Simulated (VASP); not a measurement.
# In5GaAs6 (an interface model) in VASP: single point with PBEsol

Aim: the single point of In5GaAs6 (an interface model) with PBEsol.

Program: VASP 6.6.1. These are calculated values, not measurements. Logs are shortened: lines on timing, memory, paths and dates and some standing lists are left out, and cuts for length are marked.

## Step 1: The cell of the first run

The cell holds layers of an interface, 12 atoms: a = 4.002 Å, b = 4.002 Å, c = 19.193 Å, α = 90.00°, β = 90.00°, γ = 90.00°.

## Step 2: Single point, PBEsol

INCAR reads:

```
ALGO     = Normal         # electronic algorithm
EDIFF    = 1E-6           # SCF threshold, eV
ENCUT    = 400            # plane-wave cutoff, eV
GGA      = PS             # functional
GGA_COMPAT= False        
ISIF     = 2              # what is computed and relaxed
ISMEAR   = -1             # smearing method
LASPH    = True           # aspherical terms in the spheres
LCHARG   = False          # write CHGCAR
LREAL    = False          # projectors in reciprocal space
LWAVE    = False          # write WAVECAR
NBANDS   = 66             # bands
NELM     = 120            # most SCF steps
PREC     = Accurate       # precision mode
SIGMA    = 0.05           # smearing width, eV
```

KPOINTS reads:

```
k-points
0
Gamma
  6 6 1
```

POSCAR reads:

```
In5GaAs6
1.0
    2.8300000000      2.8300000000      0.0000000000
   -2.8300000000      2.8300000000      0.0000000000
    0.0000000000      0.0000000000     19.1930045796
Ga In As
1 5 6
Direct
    0.0000000000      0.0000000000      0.9917380000
    0.0000000000      0.0000000000      0.3212020000
    0.0000000000      0.0000000000      0.6622590000
    0.5000000000      0.5000000000      0.1508020000
    0.5000000000      0.5000000000      0.4917320000
    0.5000000000      0.5000000000      0.8326660000
    0.5000000000      0.0000000000      0.0649060000
    0.5000000000      0.0000000000      0.4064730000
    0.5000000000      0.0000000000      0.7475060000
    0.0000000000      0.5000000000      0.2359610000
    0.0000000000      0.5000000000      0.5769970000
    0.0000000000      0.5000000000      0.9185720000
```

Potentials or basis: VASP PAW PBE potentials, release 64 (Ga_d, In_d, As).

Command:

```bash
> cat potpaw_PBE.64/Ga_d/POTCAR potpaw_PBE.64/In_d/POTCAR potpaw_PBE.64/As/POTCAR > POTCAR
> mpirun -np 1 vasp_std > vasp.out
```

OUTCAR:

```text
EDIFF = 1E-6
   ENCUT = 400
   GGA = PS
   ISIF = 2
   ISMEAR = -1
   LASPH = True
   LREAL = False
   NELM = 120
   PREC = Accurate

 ion  position               nearest neighbor table
   1  0.000  0.000  0.992-  12 2.44  12 2.44   7 2.44   7 2.44
   2  0.000  0.000  0.321-  10 2.58  10 2.58   8 2.59   8 2.59
   3  0.000  0.000  0.662-   9 2.58   9 2.58  11 2.59  11 2.59
   4  0.500  0.500  0.151-  10 2.58  10 2.58   7 2.59   7 2.59
   5  0.500  0.500  0.492-   8 2.58   8 2.58  11 2.59  11 2.59
   6  0.500  0.500  0.833-   9 2.58   9 2.58  12 2.59  12 2.59
   7  0.500  0.000  0.065-   1 2.44   1 2.44   4 2.59   4 2.59
   8  0.500  0.000  0.406-   5 2.58   5 2.58   2 2.59   2 2.59
   9  0.500  0.000  0.748-   6 2.58   6 2.58   3 2.58   3 2.58
  10  0.000  0.500  0.236-   4 2.58   4 2.58   2 2.58   2 2.58
  11  0.000  0.500  0.577-   3 2.59   3 2.59   5 2.59   5 2.59
  12  0.000  0.500  0.919-   1 2.44   1 2.44   6 2.59   6 2.59

  LATTYP: Found a simple tetragonal cell.
 ALAT       =     4.0022243815
 C/A-ratio  =     4.7955843426

  Lattice vectors:

 A1 = (   2.8300000000,   2.8300000000,   0.0000000000)
 A2 = (  -2.8300000000,   2.8300000000,   0.0000000000)
 A3 = (   0.0000000000,   0.0000000000,  19.1930045796)

Analysis of symmetry for initial positions (statically):
=====================================================================
 Subroutine PRICEL returns:
 Original cell was already a primitive cell.

 Routine SETGRP: Setting up the symmetry group for a
 simple tetragonal supercell.

 Subroutine GETGRP returns: Found  4 space group operations
 (whereof  4 operations were pure point group operations)
 out of a pool of 16 trial point group operations.

The static configuration has the point symmetry C_2v.

Analysis of symmetry for dynamics (positions and initial velocities):
=====================================================================
 Subroutine PRICEL returns:
 Original cell was already a primitive cell.

 Routine SETGRP: Setting up the symmetry group for a
 simple tetragonal supercell.

 Subroutine GETGRP returns: Found  4 space group operations
 (whereof  4 operations were pure point group operations)
 out of a pool of 16 trial point group operations.

The dynamic configuration has the point symmetry C_2v.

 Subroutine INISYM returns: Found  4 space group operations
 (whereof  4 operations are pure point group operations),
 and found     1 'primitive' translations

----------------------------------------------------------------------------------------

                                     Primitive cell

  volume of cell :     307.4297

  direct lattice vectors                    reciprocal lattice vectors
     2.830000000  2.830000000  0.000000000     0.176678445  0.176678445  0.000000000
    -2.830000000  2.830000000  0.000000000    -0.176678445  0.176678445  0.000000000
     0.000000000  0.000000000 19.193004580     0.000000000  0.000000000  0.052102317

  length of vectors
     4.002224382  4.002224382 19.193004580     0.249861053  0.249861053  0.052102317

  position of ions in fractional coordinates (direct lattice)
     0.000000000  0.000000000  0.991738000
     0.000000000  0.000000000  0.321202000
     0.000000000  0.000000000  0.662259000
     0.500000000  0.500000000  0.150802000
     0.500000000  0.500000000  0.491732000
     0.500000000  0.500000000  0.832666000
     0.500000000  0.000000000  0.064906000
     0.500000000  0.000000000  0.406473000
     0.500000000  0.000000000  0.747506000
     0.000000000  0.500000000  0.235961000
     0.000000000  0.500000000  0.576997000
     0.000000000  0.500000000  0.918572000

  ion indices of the primitive-cell ions
   primitive index   ion index
                 1           1
                 2           2
                 3           3
                 4           4
                 5           5
                 6           6
                 7           7
                 8           8
                 9           9
                10          10
                11          11
                12          12

----------------------------------------------------------------------------------------

 KPOINTS: k-points

Automatic generation of k-mesh.
 Grid dimensions read from file:
 generate k-points for:    6    6    1

 Generating k-lattice:

  Cartesian coordinates                     Fractional coordinates (reciprocal lattice)
     0.029446408  0.029446408  0.000000000     0.166666667  0.000000000  0.000000000
    -0.029446408  0.029446408  0.000000000     0.000000000  0.166666667  0.000000000
     0.000000000  0.000000000  0.052102317     0.000000000  0.000000000  1.000000000

  Length of vectors
     0.041643509  0.041643509  0.052102317

  Shift w.r.t. Gamma in fractional coordinates (k-lattice)
     0.000000000  0.000000000  0.000000000

 Subroutine IBZKPT returns following result:
 ===========================================

 Found     16 irreducible k-points:

 Following reciprocal coordinates:
            Coordinates               Weight
  0.000000  0.000000  0.000000      1.000000
  0.166667  0.000000  0.000000      2.000000
  0.000000  0.166667  0.000000      2.000000
  0.333333  0.000000  0.000000      2.000000
  0.000000  0.333333  0.000000      2.000000
  0.500000  0.000000  0.000000      1.000000
[... 8 lines left out ...]
 -0.333333  0.500000  0.000000      2.000000
  0.500000  0.500000  0.000000      1.000000
   k-points           NKPTS =     16   k-points in BZ     NKDIM =     16   number of bands    NBANDS=     66
   number of dos      NEDOS =    301   number of ions     NIONS =     12
   total plane-waves  NPLWV =  98784
   dimension x,y,z NGX =    28 NGY =   28 NGZ =  126
   dimension x,y,z NGXF=    56 NGYF=   56 NGZF=  252
   ions per type =               1   5   6
   NGX,Y,Z   is equivalent  to a cutoff of  11.63, 11.63, 10.91 a.u.
   NGXF,Y,Z  is equivalent  to a cutoff of  23.26, 23.26, 21.83 a.u.
 SYSTEM =  unknown system
   PREC   = accura    normal or accurate (medium, high low for compatibility)
   ISTART =      0    job   : 0-new  1-cont  2-samecut
   ICHARG =      2    charge: 1-file 2-atom 10-const
   ISPIN  =      1    spin polarized calculation?
   LNONCOLLINEAR =      F non collinear calculations
   LSORBIT =      F    spin-orbit coupling
   LASPH  =      T    aspherical Exc in radial PAW
   ENCUT  =  400.0 eV  29.40 Ry    5.42 a.u.   6.53  6.53 31.30*2*pi/ulx,y,z
   NELM   =    120;   NELMIN=  2; NELMDL= -5     # of ELM steps
   EDIFF  = 0.1E-05   stopping-criterion for ELM
   LREAL  =      F    real-space projection
   EDIFFG = 0.1E-04   stopping-criterion for IOM
   NSW    =      0    number of steps for IOM
   IBRION =     -1    ionic relax: 0-MD 1-quasi-New 2-CG
   NFREE  =      0    steps in history (QN), initial steepest desc. (CG)
   ISIF   =      2    stress and relaxation
   ISYM   =      2    0-nonsym 1-usesym 2-fastsym
   POTIM  = 0.5000    time-step for ionic-motion
   TEBEG  =    0.0;   TEEND  =   0.0 temperature during run
   PSTRESS=    0.0 pullay stress
   NELECT =     108.0000    total number of electrons
   NUPDOWN=      -1.0000    fix difference up-down
   EMIN   =  10.00;   EMAX   =-10.00  energy-range for DOS
   EFERMI =   0.00;   METHOD = LEGACY
   ISMEAR =    -1;   SIGMA  =   0.05  broadening in eV -4-tet -1-fermi 0-gaus
   EFERMI_NEDOS =   21; number of points for ismear=-14 and -15
   IALGO  =     38    algorithm
   IMIX   =      4    mixing-type and parameters
     AMIX     =   0.40;   BMIX     =  1.00
     AMIX_MAG =   1.60;   BMIX_MAG =  1.00
  volume/ion in A,a.u.               =      25.62       172.89
  Fermi-wavevector in a.u.,A,eV,Ry     =   1.155139  2.182896 18.154872  1.334345
  Thomas-Fermi vector in A             =   2.291770
   LORBIT       =      0    0 simple, 1 ext, 2 COOP (PROOUT), +10 PAW based schemes
   GGA     = PS    functional components
   LHFCALC =     F    Hartree Fock is set to
   AEXX    =    0.0000 exact exchange contribution
   IVDW    =     0    specifies the selected vdW correction
   LEPSILON=     F    determine dielectric tensor
   LRPA    =     F    only Hartree local field effects (RPA)
 non-spin polarized calculation
  energy-cutoff  :      400.00
  volume of cell :      307.43
 maximum number of plane-waves:      5655
 NGX is ok and might be reduce to    28
   NGX = 13   NGY = 13   NGZ = 63

 number of electron     108.0000063 magnetization

 Free energy of the ion-electron system (eV)
  ---------------------------------------------------
  ext. energy  EPLUGINS =         0.00000000
  ---------------------------------------------------
  free energy    TOTEN  =       -50.70695735 eV

  energy without entropy =      -50.69968000  energy(sigma->0) =      -50.70331868

 E-fermi :   5.0765     XC(G=0):  -9.5685

 val. band max:        5.0271254737   @ k =   0.0000   0.0000   0.0000
 cond. band min:       5.6426540770   @ k =   0.3333   0.0000   0.0000
 fundamental gap:      0.6155286033
 Fermi energy:         5.0765426480

 k-point     1 :       0.0000    0.0000    0.0000
  band No.  band energies     occupation
      1     -10.1686      2.00000
      2     -10.0782      2.00000
      3     -10.0782      2.00000
      4     -10.0349      2.00000
      5     -10.0146      2.00000
      6      -9.8849      2.00000
[... 58 lines left out ...]
     65       8.1202      0.00000
     66       8.6252      0.00000

 k-point     2 :       0.1667    0.0000    0.0000
  band No.  band energies     occupation
      1     -10.1634      2.00000
      2     -10.0911      2.00000
      3     -10.0776      2.00000
      4     -10.0322      2.00000
      5     -10.0170      2.00000
      6      -9.8743      2.00000
[... 955 lines left out ...]
     65       8.6745      0.00000
     66       8.7405      0.00000

 k-point    16 :       0.5000    0.5000    0.0000
  band No.  band energies     occupation
      1     -10.1556      2.00000
      2     -10.1555      2.00000
      3     -10.0543      2.00000
      4     -10.0371      2.00000
      5     -10.0189      2.00000
      6      -9.9013      2.00000
[... 58 lines left out ...]
     65       7.6886      0.00000
     66       7.7052      0.00000

------------------------ aborting loop because EDIFF is reached ----------------------------------------

  FORCE on cell =-STRESS in cart. coord.  units (eV):
  Direction    XX          YY          ZZ          XY          YZ          ZX
  --------------------------------------------------------------------------------------
  -------------------------------------------------------------------------------------
  Total       11.0017820     11.0017820      0.2012123     -0.0031481      0.0000000      0.0000000
  in kB       57.3360520     57.3360520      1.0486228     -0.0164066      0.0000000      0.0000000
  external PRESSURE =      38.5735756 kB  Pullay stress =       0.0000000 kB

 VOLUME and BASIS-vectors are now :
 -----------------------------------------------------------------------------
  energy-cutoff  :      400.00
  volume of cell :      307.43
      direct lattice vectors                 reciprocal lattice vectors
     2.830000000  2.830000000  0.000000000     0.176678445  0.176678445  0.000000000
    -2.830000000  2.830000000  0.000000000    -0.176678445  0.176678445  0.000000000
     0.000000000  0.000000000 19.193004580     0.000000000  0.000000000  0.052102317

 POSITION                                       TOTAL-FORCE (eV/Angst)
 -----------------------------------------------------------------------------------
      0.00000      0.00000     19.03443        -0.000000     -0.000000     -0.000586
      0.00000      0.00000      6.16483        -0.000000     -0.000000      0.000048
      0.00000      0.00000     12.71074        -0.000000     -0.000000      0.001812
      0.00000      2.83000      2.89434        -0.000000     -0.000000      0.000729
      0.00000      2.83000      9.43781        -0.000000     -0.000000      0.000637
      0.00000      2.83000     15.98136         0.000000      0.000000      0.000176
      1.41500      1.41500      1.24574        -0.000000     -0.000000     -0.002735
      1.41500      1.41500      7.80144        -0.000000     -0.000000     -0.001118
      1.41500      1.41500     14.34689         0.000000      0.000000     -0.000741
     -1.41500      1.41500      4.52880        -0.000000     -0.000000      0.000507
     -1.41500      1.41500     11.07431        -0.000000     -0.000000     -0.000283
     -1.41500      1.41500     17.63016        -0.000000     -0.000000      0.001555
 -----------------------------------------------------------------------------------
    total drift:                               -0.000000      0.000000      0.000602

  FREE ENERGIE OF THE ION-ELECTRON SYSTEM (eV)
  ---------------------------------------------------
  free  energy   TOTEN  =       -50.7069573547 eV

  energy  without entropy=      -50.6996799968  energy(sigma->0) =      -50.70331868
```

It took 6.4 min on 1 thread of Oxide Virtual Turin-like, shared host; peak memory 0.37 GiB.

What came out:

- Free energy: -50.7070 eV
- Pressure: 3.9 GPa
- Band gap on the k mesh: zero (filled and empty bands touch)

Forces in eV/Å, atoms in the order of the input:
```
Ga   0.000  0.000 -0.001
In   0.000  0.000  0.000
In   0.000  0.000  0.002
In   0.000  0.000  0.001
In   0.000  0.000  0.001
In   0.000  0.000  0.000
As   0.000  0.000 -0.003
As   0.000  0.000 -0.001
As   0.000  0.000 -0.001
As   0.000  0.000  0.001
As   0.000  0.000  0.000
As   0.000  0.000  0.002
```

Stress tensor (GPa, compression positive):
```
5.73 0.00 0.00
0.00 5.73 0.00
0.00 0.00 0.10
```

Caveat: the PAW data sets were made with another functional, which shifts forces and pressure a little; spin-orbit coupling is left out, which moves the levels of the heavy elements.

The gap in the log of VASP goes by the Fermi energy; the results here count the filled bands.